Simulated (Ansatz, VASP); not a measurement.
**Two plane-wave programs on HfC2**

```
CELL_PARAMETERS angstrom
0.00000 2.65841 2.65841
2.65841 0.00000 2.65841
2.65841 2.65841 0.00000
ATOMIC_POSITIONS crystal
Hf 0.50000 0.50000 0.50000
C 0.75000 0.75000 0.75000
C 0.25000 0.25000 0.25000
```

Alike in both runs: functional PBE; k mesh 6 × 6 × 6; occupations gaussian, width 0.1 eV; no spin polarisation.

Ansatz relaxed the structure, and its values are those at the end. VASP's run is a single point on that final structure, the one shown.

|  | VASP | Ansatz |
| --- | --- | --- |
| version | VASP 6.6.1 | Ansatz 0.2.0 |
| potentials or method | VASP PAW PBE potentials, release 64 (Hf_pv, C), cutoff 520 eV | scalar-relativistic, plane waves, PAW |
| valence electrons in the cell | 18 | 34 |

Ansatz gave:

| Item | Value |
| --- | --- |
| gap on the k mesh at the Fermi level (eV) | none |
| pressure (GPa) | -0.2 |

Task: Estimate VASP's values.

Result: gap on the k mesh at the Fermi level (eV): none; pressure (GPa): -0.8.

A gap of «none» marks a metal or a gap that the smearing closes. With one functional, cell and mesh, what is left measures potentials, basis and numerics. VASP's potentials hold 18 valence electrons a cell and Ansatz's 34, so a difference there can come from the potentials and not from the codes.

Spin-orbit coupling is off throughout.
